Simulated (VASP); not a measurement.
Write the native input for VASP 6.6.1 that does the following.

```yaml
Task: single point
Functional: PBE
Potentials_or_basis: VASP PAW PBE potentials, release 64 (Cs_sv, I)
Cutoff: 500 eV
k_mesh: 4 × 4 × 4
Occupations: methfessel-paxton, width 0.001 eV
Spin: no spin polarisation
Dipole_correction: no
Further_INCAR_settings: ALGO = Normal; EDIFF = 1e-06; NBANDS = 15
```

The structure of CsI lies in POSCAR:

```
CsI
1.0
    4.6080831759      0.0000000000      0.0000000000
    0.0000000000      4.6080831759      0.0000000000
    0.0000000000      0.0000000000      4.6080831759
Cs I
1 1
Direct
    0.0000000000      0.0000000000      0.0000000000
    0.5000000000      0.5000000000      0.5000000000
```

These files were run (other wordings do the same):

INCAR

```
PREC = Accurate
ENCUT = 500
EDIFF = 1E-6
ISMEAR = 1
SIGMA = 0.001
LREAL = F
LASPH = T
NELM = 120
ALGO = Normal
ISIF = 2
LWAVE = F
LCHARG = F
GGA = PE
NBANDS = 15
GGA_COMPAT = F
```

KPOINTS

```
Automatic mesh
0
Gamma
  4 4 4
```

Potentials or basis: VASP PAW PBE potentials, release 64 (Cs_sv, I).

Launch:

```bash
$ cat potpaw_PBE.64/Cs_sv/POTCAR potpaw_PBE.64/I/POTCAR > POTCAR
$ mpirun -np 1 vasp_std > vasp.out
```

It gave:

- Pressure: 0.5 GPa
- Band gap on the k mesh: 3.79 eV, indirect (least direct gap 3.88 eV)

Caveat: spin-orbit coupling is left out, which moves the levels of the heavy elements.

Run time: 7.2 s on 1 thread of Intel(R) Xeon(R) Platinum 8559C (Emerald Rapids), with other jobs on the host, peak memory 0.2 GiB.
